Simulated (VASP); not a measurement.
# Ag3BrO (P6_3/mmc) in VASP: density of states with PBE

Aim: the density of states of Ag3BrO with PBE.

Everything below comes from runs of VASP 6.6.1. Logs are shortened: lines on timing, memory, paths and dates and some standing lists are left out, and cuts for length are marked.

## (1) The cell of the first run

It takes space group P6_3/mmc (No. 194, hexagonal). Conventional cell: a = 6.151 Å, b = 6.151 Å, c = 5.651 Å, α = 90.00°, β = 90.00°, γ = 120.00°. Within 3.1 Å of Ag (site symmetry mm2) lie 2 O at 2.35 Å and 2 Ag at 2.90 Å and 2 Br at 3.08 Å. Br (site symmetry -6m2) has 12 Ag at 3.08 to 3.28 Å and 6 O at 3.82 Å within 4.1 Å. O (site symmetry -3m) has 6 Ag at 2.35 Å and 2 O at 2.83 Å within 3.1 Å.

## (2) Density of states, PBE

File POSCAR:

```
Ag3BrO
1.0
    6.1507022758      0.0000000000      0.0000000000
   -3.0753511379      5.3266644219      0.0000000000
    0.0000000000      0.0000000000      5.6509947165
Ag Br O
6 2 2
Direct
    0.8237355534      0.6474711068      0.7500000000
    0.3525288932      0.1762644466      0.7500000000
    0.8237355534      0.1762644466      0.7500000000
    0.1762644466      0.3525288932      0.2500000000
    0.6474711068      0.8237355534      0.2500000000
    0.1762644466      0.8237355534      0.2500000000
    0.3333333333      0.6666666667      0.7500000000
    0.6666666667      0.3333333333      0.2500000000
    0.0000000000      0.0000000000      0.0000000000
    0.0000000000      0.0000000000      0.5000000000
```

File INCAR.step1:

```
SYSTEM = Ag3BrO
PREC     = Accurate       ! precision mode
ENCUT    = 520            ! plane-wave cutoff, eV
EDIFF    = 1E-6           ! SCF threshold, eV
ISMEAR   = 0              ! smearing method
SIGMA    = 0.1            ! smearing width, eV
LREAL    = .False.        ! projectors in reciprocal space
LASPH    = .True.         ! aspherical terms in the spheres
NELM     = 60             ! most SCF steps
ALGO     = Normal         ! electronic algorithm
ISIF     = 2              ! what is computed and relaxed
LWAVE    = .False.        ! write WAVECAR
LCHARG   = .True.         ! write CHGCAR
LMAXMIX  = 4              ! l up to which the mixer works
GGA      = PE             ! functional
NBANDS   = 57             ! bands
```

File KPOINTS.step1:

```
regular mesh
0
Gamma
  6 6 8
  0 0 0
```

File INCAR.step2:

```
SYSTEM = Ag3BrO
PREC     = Accurate       ! precision mode
ENCUT    = 520            ! plane-wave cutoff, eV
EDIFF    = 1E-6           ! SCF threshold, eV
ISMEAR   = -5             ! smearing method
SIGMA    = 0.1            ! smearing width, eV
LREAL    = .False.        ! projectors in reciprocal space
LASPH    = .True.         ! aspherical terms in the spheres
NELM     = 60             ! most SCF steps
ALGO     = Normal         ! electronic algorithm
ISIF     = 2              ! what is computed and relaxed
LWAVE    = .False.        ! write WAVECAR
LCHARG   = .False.        ! write CHGCAR
LMAXMIX  = 4              ! l up to which the mixer works
GGA      = PE             ! functional
LORBIT   = 11             ! projections on sites
NEDOS    = 2001           ! points of the DOS
ICHARG   = 11             ! starting density
```

File KPOINTS.step2:

```
regular mesh
0
Gamma
  9 9 12
  0 0 0
```

Potentials or basis: VASP PAW PBE potentials, release 64 (Ag, Br, O).

Started as:

```bash
> cat potpaw_PBE.64/Ag/POTCAR potpaw_PBE.64/Br/POTCAR potpaw_PBE.64/O/POTCAR > POTCAR
> cp INCAR.step1 INCAR
> cp KPOINTS.step1 KPOINTS
> mpirun -np 1 vasp_std > vasp.out
> cp INCAR.step2 INCAR
> cp KPOINTS.step2 KPOINTS
> mpirun -np 1 vasp_std > vasp.out
```

OUTCAR:

```text
SYSTEM = Ag3BrO
   PREC = Accurate
   ENCUT = 520
   EDIFF = 1E-6
   ISMEAR = -5
   LREAL = .False.
   LASPH = .True.
   NELM = 60
   ISIF = 2
   GGA = PE
   LORBIT = 11
   ICHARG = 11

 ion  position               nearest neighbor table
   1  0.824  0.647  0.750-   9 2.35  10 2.35   2 2.90   3 2.90   7 3.08   7 3.08   3 3.25   2 3.25
                             6 3.39   5 3.39   5 3.39   6 3.39
   2  0.353  0.176  0.750-   9 2.35  10 2.35   1 2.90   3 2.90   7 3.08   7 3.08   1 3.25   3 3.25
                             6 3.39   6 3.39   4 3.39   4 3.39
   3  0.824  0.176  0.750-   9 2.35  10 2.35   1 2.90   2 2.90   7 3.08   7 3.08   1 3.25   2 3.25
                             5 3.39   5 3.39   4 3.39   4 3.39
   4  0.176  0.353  0.250-   9 2.35  10 2.35   5 2.90   6 2.90   8 3.08   8 3.08   6 3.25   5 3.25
                             3 3.39   3 3.39   2 3.39   2 3.39
   5  0.647  0.824  0.250-   9 2.35  10 2.35   4 2.90   6 2.90   8 3.08   8 3.08   4 3.25   6 3.25
                             3 3.39   3 3.39   1 3.39   1 3.39
   6  0.176  0.824  0.250-   9 2.35  10 2.35   4 2.90   5 2.90   8 3.08   8 3.08   4 3.25   5 3.25
                             2 3.39   2 3.39   1 3.39   1 3.39
   7  0.333  0.667  0.750-   2 3.08   1 3.08   3 3.08   3 3.08   2 3.08   1 3.08
   8  0.667  0.333  0.250-   5 3.08   4 3.08   6 3.08   6 3.08   5 3.08   4 3.08
   9  0.000  0.000  0.000-   1 2.35   4 2.35   3 2.35   2 2.35   5 2.35   6 2.35
  10  0.000  0.000  0.500-   1 2.35   4 2.35   3 2.35   2 2.35   5 2.35   6 2.35

  LATTYP: Found a hexagonal cell.
 ALAT       =     6.1507022758
 C/A-ratio  =     0.9187560157

  Lattice vectors:

 A1 = (   6.1507022758,   0.0000000000,   0.0000000000)
 A2 = (  -3.0753511379,   5.3266644219,   0.0000000000)
 A3 = (   0.0000000000,   0.0000000000,   5.6509947165)

Analysis of symmetry for initial positions (statically):
=====================================================================
 Subroutine PRICEL returns:
 Original cell was already a primitive cell.

 Routine SETGRP: Setting up the symmetry group for a
 hexagonal supercell.

 Subroutine GETGRP returns: Found 24 space group operations
 (whereof 12 operations were pure point group operations)
 out of a pool of 24 trial point group operations.

The static configuration has the point symmetry D_3d.
 The point group associated with its full space group is D_6h.

Analysis of symmetry for dynamics (positions and initial velocities):
=====================================================================
 Subroutine PRICEL returns:
 Original cell was already a primitive cell.

 Routine SETGRP: Setting up the symmetry group for a
 hexagonal supercell.

 Subroutine GETGRP returns: Found 24 space group operations
 (whereof 12 operations were pure point group operations)
 out of a pool of 24 trial point group operations.

The dynamic configuration has the point symmetry D_3d.
 The point group associated with its full space group is D_6h.

 Subroutine INISYM returns: Found 24 space group operations
 (whereof 12 operations are pure point group operations),
 and found     1 'primitive' translations

----------------------------------------------------------------------------------------

                                     Primitive cell

  volume of cell :     185.1420

  direct lattice vectors                    reciprocal lattice vectors
     6.150702276  0.000000000  0.000000000     0.162583060  0.093867374  0.000000000
    -3.075351138  5.326664422  0.000000000     0.000000000  0.187734747  0.000000000
     0.000000000  0.000000000  5.650994716     0.000000000  0.000000000  0.176959996

  length of vectors
     6.150702276  6.150702276  5.650994716     0.187734747  0.187734747  0.176959996

  position of ions in fractional coordinates (direct lattice)
     0.823735553  0.647471107  0.750000000
     0.352528893  0.176264447  0.750000000
     0.823735553  0.176264447  0.750000000
     0.176264447  0.352528893  0.250000000
     0.647471107  0.823735553  0.250000000
     0.176264447  0.823735553  0.250000000
     0.333333333  0.666666667  0.750000000
     0.666666667  0.333333333  0.250000000
     0.000000000  0.000000000  0.000000000
     0.000000000  0.000000000  0.500000000

  ion indices of the primitive-cell ions
   primitive index   ion index
                 1           1
                 2           2
                 3           3
                 4           4
[... 26 lines left out ...]
     0.000000000  0.000000000  0.000000000

 TETIRR: Found    984 inequivalent tetrahedra from     5832

 Subroutine IBZKPT returns following result:
 ===========================================

 Found     84 irreducible k-points:

 Following reciprocal coordinates:
            Coordinates               Weight
  0.000000  0.000000  0.000000      1.000000
  0.111111 -0.000000  0.000000      6.000000
  0.222222 -0.000000  0.000000      6.000000
  0.333333 -0.000000  0.000000      6.000000
  0.444444 -0.000000  0.000000      6.000000
  0.111111  0.111111  0.000000      6.000000
[... 16 lines left out ...]
  0.333333  0.222222  0.083333     24.000000
  0.333333  0.333333  0.083333      4.000000
 [... further k-points ...]
   k-points           NKPTS =     84   k-points in BZ     NKDIM =     84   number of bands    NBANDS=     55
   number of dos      NEDOS =   2001   number of ions     NIONS =     10
   total plane-waves  NPLWV =  96768
   dimension x,y,z NGX =    48 NGY =   48 NGZ =   42
   dimension x,y,z NGXF=    96 NGYF=   96 NGZF=   84
   ions per type =               6   2   2
   NGX,Y,Z   is equivalent  to a cutoff of  12.97, 12.97, 12.36 a.u.
   NGXF,Y,Z  is equivalent  to a cutoff of  25.95, 25.95, 24.71 a.u.
 SYSTEM =  Ag3BrO
   PREC   = accura    normal or accurate (medium, high low for compatibility)
   ISTART =      0    job   : 0-new  1-cont  2-samecut
   ICHARG =     11    charge: 1-file 2-atom 10-const
   ISPIN  =      1    spin polarized calculation?
   LNONCOLLINEAR =      F non collinear calculations
   LSORBIT =      F    spin-orbit coupling
   LASPH  =      T    aspherical Exc in radial PAW
   ENCUT  =  520.0 eV  38.22 Ry    6.18 a.u.  11.44 11.44 10.51*2*pi/ulx,y,z
   NELM   =     60;   NELMIN=  2; NELMDL=  0     # of ELM steps
   EDIFF  = 0.1E-05   stopping-criterion for ELM
   LREAL  =      F    real-space projection
   EDIFFG = 0.1E-04   stopping-criterion for IOM
   NSW    =      0    number of steps for IOM
   IBRION =     -1    ionic relax: 0-MD 1-quasi-New 2-CG
   NFREE  =      0    steps in history (QN), initial steepest desc. (CG)
   ISIF   =      2    stress and relaxation
   ISYM   =      2    0-nonsym 1-usesym 2-fastsym
   POTIM  = 0.5000    time-step for ionic-motion
   TEBEG  =    0.0;   TEEND  =   0.0 temperature during run
   PSTRESS=    0.0 pullay stress
   NELECT =      92.0000    total number of electrons
   NUPDOWN=      -1.0000    fix difference up-down
   EMIN   =  10.00;   EMAX   =-10.00  energy-range for DOS
   EFERMI =   0.00;   METHOD = LEGACY
   ISMEAR =    -5;   SIGMA  =   0.10  broadening in eV -4-tet -1-fermi 0-gaus
   EFERMI_NEDOS =   21; number of points for ismear=-14 and -15
   IALGO  =     38    algorithm
   IMIX   =      4    mixing-type and parameters
     AMIX     =   0.40;   BMIX     =  1.00
     AMIX_MAG =   1.60;   BMIX_MAG =  1.00
  volume/ion in A,a.u.               =      18.51       124.94
  Fermi-wavevector in a.u.,A,eV,Ry     =   1.296689  2.450387 22.876864  1.681402
  Thomas-Fermi vector in A             =   2.428129
   LORBIT       =     11    0 simple, 1 ext, 2 COOP (PROOUT), +10 PAW based schemes
   GGA     = PE    functional components
   LHFCALC =     F    Hartree Fock is set to
   AEXX    =    0.0000 exact exchange contribution
   IVDW    =     0    specifies the selected vdW correction
   LEPSILON=     F    determine dielectric tensor
   LRPA    =     F    only Hartree local field effects (RPA)
 non-spin polarized calculation
 Fermi weights with tetrahedron method with Bloechl corrections
  energy-cutoff  :      520.00
  volume of cell :      185.14
 maximum number of plane-waves:      5037
 NGX is ok and might be reduce to    48

 number of electron      91.9999998 magnetization

 Free energy of the ion-electron system (eV)
  ---------------------------------------------------
  ext. energy  EPLUGINS =         0.00000000
  ---------------------------------------------------
  free energy    TOTEN  =       -29.16964775 eV

  energy without entropy =      -29.16964775  energy(sigma->0) =      -29.16964775

 E-fermi :   5.0725     XC(G=0): -10.7637

 val. band max:        5.0610398929   @ k =   0.3333  -0.0000   0.0833
 cond. band min:       5.0658650210   @ k =   0.2222  -0.0000   0.0833
 fundamental gap:      0.0048251281
 Fermi energy:         5.0724940863

 k-point     1 :       0.0000    0.0000    0.0000
  band No.  band energies     occupation
      1     -12.0541      2.00000
      2     -11.5199      2.00000
      3     -10.4147      2.00000
      4     -10.2884      2.00000
      5      -0.7645      2.00000
      6      -0.0304      2.00000
[... 1381 lines left out ...]
     54      11.2834      0.00000
     55      11.2834      0.00000

 [... further k-points ...]
[... 5 lines left out ...]
  --------------------------------------------------------------------------------------
  -------------------------------------------------------------------------------------
  Total        0.1064263      0.1064263      0.0548168      0.0000000      0.0000000      0.0000000
  in kB        0.9209891      0.9209891      0.4743725      0.0000000      0.0000000      0.0000000
  external PRESSURE =       0.7721169 kB  Pullay stress =       0.0000000 kB

 VOLUME and BASIS-vectors are now :
 -----------------------------------------------------------------------------
  energy-cutoff  :      520.00
  volume of cell :      185.14
      direct lattice vectors                 reciprocal lattice vectors
     6.150702276  0.000000000  0.000000000     0.162583060  0.093867374  0.000000000
    -3.075351138  5.326664422  0.000000000     0.000000000  0.187734747  0.000000000
     0.000000000  0.000000000  5.650994716     0.000000000  0.000000000  0.176959996

 POSITION                                       TOTAL-FORCE (eV/Angst)
 -----------------------------------------------------------------------------------
      3.07535      3.44886      4.23825         0.000000      0.006143      0.000000
      1.62623      0.93890      4.23825        -0.005320     -0.003071      0.000000
      4.52448      0.93890      4.23825         0.005320     -0.003071     -0.000000
      0.00000      1.87780      1.41275        -0.000000     -0.006143     -0.000000
      1.44913      4.38776      1.41275         0.005320      0.003071      0.000000
     -1.44913      4.38776      1.41275        -0.005320      0.003071      0.000000
     -0.00000      3.55111      4.23825        -0.000000     -0.000000      0.000000
      3.07535      1.77555      1.41275        -0.000000      0.000000      0.000000
      0.00000      0.00000      0.00000        -0.000000      0.000000      0.000000
      0.00000      0.00000      2.82550        -0.000000      0.000000      0.000000
 -----------------------------------------------------------------------------------
    total drift:                               -0.000000      0.000000     -0.000000

  FREE ENERGIE OF THE ION-ELECTRON SYSTEM (eV)
  ---------------------------------------------------
  free  energy   TOTEN  =       -29.1696477475 eV

  energy  without entropy=      -29.1696477475  energy(sigma->0) =      -29.16964775

 total charge

# of ion       s       p       d       tot
------------------------------------------
    1        0.266   0.179   9.270   9.715
    2        0.266   0.179   9.270   9.715
    3        0.266   0.179   9.270   9.715
    4        0.266   0.179   9.270   9.715
    5        0.266   0.179   9.270   9.715
    6        0.266   0.179   9.270   9.715
    7        1.641   3.100   0.023   4.764
    8        1.641   3.100   0.023   4.764
    9        1.584   3.283   0.000   4.867
   10        1.584   3.283   0.000   4.867
--------------------------------------------------
tot          8.048  13.839  55.668  77.555
```

Wall time 16 min (1 thread of Intel Xeon Platinum 8375C at 2.90GHz (Ice Lake), shared host); peak memory 0.76 GiB.

What came out:

| Quantity | Value |
| --- | --- |
| Valence electrons inside the program's atomic spheres | Ag 9.71; Br 4.76; O 4.87 |

Levels at points of the mesh, in eV from the Fermi level:
| k point | band 42 | band 43 | band 44 | band 45 | band 46 | band 47 | band 48 | band 49 | band 50 | band 51 |
| --- | --- | --- | --- | --- | --- | --- | --- | --- | --- | --- |
| (0.00, 0.00, 0.00) | -2.07 | -1.63 | -1.63 | -0.38 | -0.38 | 0.04 | 0.16 | 4.08 | 4.08 | 4.56 |
| (0.00, 0.00, 0.50) | -1.52 | -0.93 | -0.93 | -0.93 | -0.93 | 0.86 | 0.86 | 3.89 | 3.89 | 3.89 |

Caveat: tetrahedron occupations give inexact forces and stress in metals.
